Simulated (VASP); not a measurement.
# Si8Ni4B (a cell with a defect) in VASP: settings compared

The runs below take Si8Ni4B (a cell with a defect) through single point, with PBE, LDA, PBEsol.

Program: VASP 6.6.1. These are calculated values, not measurements. Logs are shortened: lines on timing, memory, paths and dates and some standing lists are left out, and cuts for length are marked.

### Step 1. The cell of the first run

The cell holds a defect, 13 atoms: a = 5.443 Å, b = 5.443 Å, c = 5.443 Å, α = 90.00°, β = 90.00°, γ = 90.00°.

### Step 2. Single point, PBE

Contents of INCAR:

```
SYSTEM = Si8Ni4B
  PREC = Accurate
  ENCUT = 520
  EDIFF = 1E-6
  ISMEAR = 1
  SIGMA = 0.1
  LREAL = .FALSE.
  LASPH = .TRUE.
  NELM = 120
  ALGO = Normal
  ISIF = 2
  LWAVE = .FALSE.
  LCHARG = .FALSE.
  GGA = PE
  NBANDS = 50
  GGA_COMPAT = .FALSE.
```

Contents of KPOINTS:

```
regular mesh
0
G
  3 3 3
  0 0 0
```

Contents of POSCAR:

```
Si8Ni4B
1.0
    5.4428764300      0.0000000000      0.0000000000
    0.0000000000      5.4428764300      0.0000000000
    0.0000000000      0.0000000000      5.4428764300
Si Ni B
8 4 1
Direct
    0.1988042562      0.2926042912      0.2929124004
    0.2531303104      0.7490010204      0.7494338798
    0.7418549827      0.2376866381      0.7498558993
    0.7421875275      0.7490827786      0.2384476327
    0.2454985001      0.2458451918      0.7384622913
    0.2453020966      0.7380478046      0.2464382606
    0.7532195619      0.2457794178      0.2461770017
    0.7237314774      0.7675770438      0.7679887746
    0.0147929135     -0.0024215137     -0.0019557673
   -0.0314495473      0.5220939767      0.5229922150
    0.4936718727     -0.0024431934      0.4770018268
    0.4936483557      0.4769129032     -0.0019559511
    0.4036475985      0.0879575361      0.0881614724
```

Potentials or basis: VASP PAW PBE potentials, release 64 (Si, Ni, B).

Started as:

```console
cat potpaw_PBE.64/Si/POTCAR potpaw_PBE.64/Ni/POTCAR potpaw_PBE.64/B/POTCAR > POTCAR
mpirun -np 1 vasp_std > vasp.out
```

OUTCAR:

```text
SYSTEM = Si8Ni4B
   PREC = Accurate
   ENCUT = 520
   EDIFF = 1E-6
   ISMEAR = 1
   LREAL = .FALSE.
   LASPH = .TRUE.
   NELM = 120
   ISIF = 2
   GGA = PE

 ion  position               nearest neighbor table
   1  0.199  0.293  0.293-  13 1.93  10 2.17   6 2.45   5 2.45   7 2.45   9 2.48  12 2.48  11 2.48
                             7 3.04   5 3.04   6 3.04
   2  0.253  0.749  0.749-   9 2.31  10 2.33  12 2.40  11 2.40   8 2.57   5 2.71   6 2.71   6 2.74
                             5 2.74   8 2.88
   3  0.742  0.238  0.750-  12 2.31  10 2.33  11 2.40   9 2.40   8 2.56   7 2.70   5 2.70   5 2.74
                             7 2.74   8 2.89
   4  0.742  0.749  0.238-  11 2.31  10 2.33  12 2.40   9 2.40   8 2.56   7 2.70   6 2.71   6 2.74
                             7 2.74   8 2.89
   5  0.245  0.246  0.738-  13 2.26   9 2.32  12 2.32  11 2.38  10 2.43   1 2.45   3 2.70   2 2.71
                             2 2.74   3 2.74   1 3.04
   6  0.245  0.738  0.246-  13 2.26   9 2.32  11 2.32  12 2.38  10 2.43   1 2.45   4 2.71   2 2.71
                             2 2.74   4 2.74   1 3.04
   7  0.753  0.246  0.246-  13 2.26  11 2.32  12 2.32   9 2.38  10 2.43   1 2.45   3 2.70   4 2.70
                             4 2.74   3 2.74   1 3.04
   8  0.724  0.768  0.768-  10 2.31  12 2.37  11 2.38   9 2.38   3 2.56   4 2.56   2 2.57   2 2.88
                             4 2.89   3 2.89
   9  0.015  0.998  0.998-  13 2.23   2 2.31   6 2.32   5 2.32   8 2.38   7 2.38   3 2.40   4 2.40
                             1 2.48
  10  0.969  0.522  0.523-   1 2.17   8 2.31   4 2.33   3 2.33   2 2.33   7 2.43   5 2.43   6 2.43

  11  0.494  0.998  0.477-  13 2.23   4 2.31   6 2.32   7 2.32   8 2.38   5 2.38   3 2.40   2 2.40
                             1 2.48
  12  0.494  0.477  0.998-  13 2.23   3 2.31   5 2.32   7 2.32   8 2.37   6 2.38   4 2.40   2 2.40
                             1 2.48
  13  0.404  0.088  0.088-   1 1.93  11 2.23   9 2.23  12 2.23   7 2.26   5 2.26   6 2.26

  LATTYP: Found a simple cubic cell.
 ALAT       =     5.4428764300

  Lattice vectors:

 A1 = (   5.4428764300,   0.0000000000,   0.0000000000)
 A2 = (   0.0000000000,   5.4428764300,   0.0000000000)
 A3 = (   0.0000000000,   0.0000000000,   5.4428764300)

Analysis of symmetry for initial positions (statically):
=====================================================================
 Subroutine PRICEL returns:
 Original cell was already a primitive cell.

 Routine SETGRP: Setting up the symmetry group for a
 simple cubic supercell.

 Subroutine GETGRP returns: Found  1 space group operations
 (whereof  1 operations were pure point group operations)
 out of a pool of 48 trial point group operations.

The static configuration has the point symmetry C_1 .

Analysis of symmetry for dynamics (positions and initial velocities):
=====================================================================
[... 142 lines left out ...]
  volume/ion in A,a.u.               =      12.40        83.70
  Fermi-wavevector in a.u.,A,eV,Ry     =   1.268431  2.396987 21.890640  1.608917
  Thomas-Fermi vector in A             =   2.401526
   LORBIT       =      0    0 simple, 1 ext, 2 COOP (PROOUT), +10 PAW based schemes
   GGA     = PE    functional components
   LHFCALC =     F    Hartree Fock is set to
   AEXX    =    0.0000 exact exchange contribution
   IVDW    =     0    specifies the selected vdW correction
   LEPSILON=     F    determine dielectric tensor
   LRPA    =     F    only Hartree local field effects (RPA)
 non-spin polarized calculation
 Methfessel and Paxton  Order N= 1 SIGMA  =   0.10
  energy-cutoff  :      520.00
  volume of cell :      161.24
 maximum number of plane-waves:      4385
   NGX = 21   NGY = 21   NGZ = 21

 number of electron      75.0000004 magnetization

 Free energy of the ion-electron system (eV)
  ---------------------------------------------------
  ext. energy  EPLUGINS =         0.00000000
  ---------------------------------------------------
  free energy    TOTEN  =       -72.53905686 eV

  energy without entropy =      -72.52750682  energy(sigma->0) =      -72.53520685

 E-fermi :  10.6820     XC(G=0): -11.7396

 val. band max:       10.6674161532   @ k =  -0.3333   0.0000   0.3333
 cond. band min:      10.7587125232   @ k =   0.3333   0.3333   0.3333
 fundamental gap:      0.0912963699
 Fermi energy:        10.6819859139

 k-point     1 :       0.0000    0.0000    0.0000
  band No.  band energies     occupation
      1      -3.7258      2.00000
      2       0.0084      2.00000
      3       0.4276      2.00000
      4       0.4283      2.00000
      5       0.9614      2.00000
      6       2.4609      2.00000
[... 717 lines left out ...]
     48      13.7332      0.00000
     49      14.1773      0.00000
 [bands above 49 left out]

------------------------ aborting loop because EDIFF is reached ----------------------------------------

  FORCE on cell =-STRESS in cart. coord.  units (eV):
  Direction    XX          YY          ZZ          XY          YZ          ZX
  --------------------------------------------------------------------------------------
  -------------------------------------------------------------------------------------
  Total        7.6017177      7.6978928      7.6232578     -2.5004984      2.5091616     -2.4717497
  in kB       75.5330285     76.4886540     75.7470574    -24.8457292     24.9318092    -24.5600723
  external PRESSURE =      75.9229133 kB  Pullay stress =       0.0000000 kB

 VOLUME and BASIS-vectors are now :
 -----------------------------------------------------------------------------
  energy-cutoff  :      520.00
  volume of cell :      161.24
      direct lattice vectors                 reciprocal lattice vectors
     5.442876430  0.000000000  0.000000000     0.183726383  0.000000000  0.000000000
     0.000000000  5.442876430  0.000000000     0.000000000  0.183726383  0.000000000
     0.000000000  0.000000000  5.442876430     0.000000000  0.000000000  0.183726383

 POSITION                                       TOTAL-FORCE (eV/Angst)
 -----------------------------------------------------------------------------------
      1.08207      1.59261      1.59429         0.010730     -0.011608     -0.010756
      1.37776      4.07672      4.07908         0.018388     -0.002756     -0.003382
      4.03782      1.29370      4.08137         0.002205     -0.018128     -0.002635
      4.03964      4.07716      1.29784         0.002705     -0.002284     -0.017691
      1.33622      1.33810      4.01936        -0.002090      0.001835     -0.014574
      1.33515      4.01710      1.34133        -0.002653     -0.014211      0.001929
      4.09968      1.33775      1.33991         0.015356      0.002246      0.001744
      3.93918      4.17783      4.18007        -0.010592      0.010262      0.010130
      0.08052      5.42970      5.43223        -0.007209     -0.000849     -0.000849
      5.27170      2.84169      2.84658        -0.024987      0.025951      0.026033
      2.68700      5.42958      2.59626         0.000492     -0.000894      0.008556
      2.68687      2.59578      5.43223         0.000872      0.007284     -0.001294
      2.19700      0.47874      0.47985        -0.003217      0.003153      0.002788
 -----------------------------------------------------------------------------------
    total drift:                               -0.000534      0.001073      0.000912

  FREE ENERGIE OF THE ION-ELECTRON SYSTEM (eV)
  ---------------------------------------------------
  free  energy   TOTEN  =       -72.5390568590 eV

  energy  without entropy=      -72.5275068239  energy(sigma->0) =      -72.53520685
```

OSZICAR:

```text
N       E                     dE             d eps       ncg     rms          rms(c)
DAV:   1     0.510713078034E+03    0.51071E+03   -0.30616E+04  1400   0.157E+03
DAV:   2    -0.264651981405E+02   -0.53718E+03   -0.51449E+03  1400   0.367E+02
DAV:   3    -0.796797439435E+02   -0.53215E+02   -0.49982E+02  1618   0.125E+02
DAV:   4    -0.825693540324E+02   -0.28896E+01   -0.28372E+01  1752   0.268E+01
DAV:   5    -0.826768126911E+02   -0.10746E+00   -0.10724E+00  1880   0.517E+00    0.359E+01
DAV:   6    -0.107284787929E+03   -0.24608E+02   -0.31784E+02  1782   0.228E+02    0.636E+01
DAV:   7    -0.745646146362E+02    0.32720E+02   -0.78405E+01  1702   0.135E+02    0.160E+01
DAV:   8    -0.726761800425E+02    0.18884E+01   -0.27759E+01  2140   0.560E+01    0.704E+00
DAV:   9    -0.725948775373E+02    0.81303E-01   -0.32940E+00  2154   0.198E+01    0.285E+00
DAV:  10    -0.725966322143E+02   -0.17547E-02   -0.78585E-01  1936   0.184E+01    0.274E+00
DAV:  11    -0.725416998512E+02    0.54932E-01   -0.15941E-01  1904   0.975E+00    0.104E+00
DAV:  12    -0.725416490827E+02    0.50768E-04   -0.44714E-02  2112   0.235E+00    0.579E-01
DAV:  13    -0.725390875811E+02    0.25615E-02   -0.16481E-02  1828   0.249E+00    0.198E-01
DAV:  14    -0.725391459818E+02   -0.58401E-04   -0.24794E-03  2048   0.887E-01    0.158E-01
DAV:  15    -0.725390635350E+02    0.82447E-04   -0.58942E-04  1814   0.482E-01    0.831E-02
DAV:  16    -0.725390480620E+02    0.15473E-04   -0.25368E-04  2128   0.201E-01    0.201E-02
DAV:  17    -0.725390569590E+02   -0.88970E-05   -0.55443E-05  1900   0.796E-02    0.150E-02
DAV:  18    -0.725390568590E+02    0.99971E-07   -0.76008E-06  1760   0.564E-02
   1 F= -.72539057E+02 E0= -.72535207E+02  d E =-.115500E-01
```

It took 70 s on 1 thread of Intel Xeon 6975P-C (Granite Rapids), shared host; peak memory 0.28 GiB.

What came out:

- Free energy: -72.5391 eV
- Pressure: 7.6 GPa
- Largest force: 0.044 eV/Å
- Band gap on the k mesh: zero (an odd number of electrons rules out a gap without spin polarisation)

Forces on the atoms (eV/Å):
```
Si   0.011 -0.012 -0.011
Si   0.018 -0.003 -0.003
Si   0.002 -0.018 -0.003
Si   0.003 -0.002 -0.018
Si  -0.002  0.002 -0.015
Si  -0.003 -0.014  0.002
Si   0.015  0.002  0.002
Si  -0.011  0.010  0.010
Ni  -0.007 -0.001 -0.001
Ni  -0.025  0.026  0.026
Ni   0.000 -0.001  0.009
Ni   0.001  0.007 -0.001
B   -0.003  0.003  0.003
```

Caveat: the k points lie up to 0.38 Å⁻¹ apart, too coarse for converged energies and pressures of a metal. Spin polarisation is off, so any magnetic state and its effect on volume and gap are missing.

(Part 1 of 4 ends here.)
